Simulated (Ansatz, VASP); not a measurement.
**One calculation of Zn, two programs**

```
Zn
1.0
     0.00000    1.94332    1.94332
     1.82543    0.00000    1.94332
     1.82543    1.94332    0.00000
Zn
1
Direct
  0.00000 0.00000 0.00000
```

Alike in both runs: task single point; functional PBE; k mesh 16 × 16 × 16; occupations gaussian, width 0.1 eV; no spin polarisation.

```csv
,VASP,Ansatz
version,VASP 6.6.1,Ansatz 0.2.0
potentials or method,"VASP PAW PBE potentials, release 64 (Zn), cutoff 520 eV","scalar-relativistic, plane waves, PAW"
valence electrons in the cell,12,12
```

|  | VASP | Ansatz | Ansatz less VASP |
| --- | --- | --- | --- |
| gap on the k mesh at the Fermi level (eV) | none | none | - |
| pressure (GPa) | 9.0 | 8.6 | -0.45 |
| traceless stress, the component that is largest in VASP (GPa) | 1.49 | 1.53 | +0.036 |

A gap of «none» marks a metal or a gap that the smearing closes.
